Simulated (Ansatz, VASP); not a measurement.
# SrO: VASP beside Ansatz

```xyz
2
Lattice="0.0000 2.4760 2.4760 2.4760 0.0000 2.4760 2.4760 2.4760 0.0000" Properties=species:S:1:pos:R:3 pbc="T T T"
Sr    0.0000    0.0000    0.0000
O     2.4760    2.4760    2.4760
```

Alike in both runs: task single point; functional PBEsol; k mesh 6 × 6 × 6; occupations gaussian, width 0.1 eV; no spin polarisation.

|  | VASP | Ansatz |
| --- | --- | --- |
| version | VASP 6.6.1 | Ansatz 0.2.0 |
| potentials or method | VASP PAW PBE potentials, release 64 (Sr_sv, O_h), cutoff 910 eV | scalar-relativistic, plane waves, PAW |
| valence electrons in the cell | 16 | 16 |

|  | VASP | Ansatz | Ansatz less VASP |
| --- | --- | --- | --- |
| gap on the k mesh at the Fermi level (eV) | 3.03 | 3.07 | +0.044 |
| least direct gap on the mesh (eV) | 3.03 | 3.07 | +0.044 |

VASP's potentials were made for PBE, not for PBEsol. The functional is the same, so the differences come from potentials, cutoffs and numerics.

Noted on VASP's run: the cutoff is short for stress, so the pressure is rough.
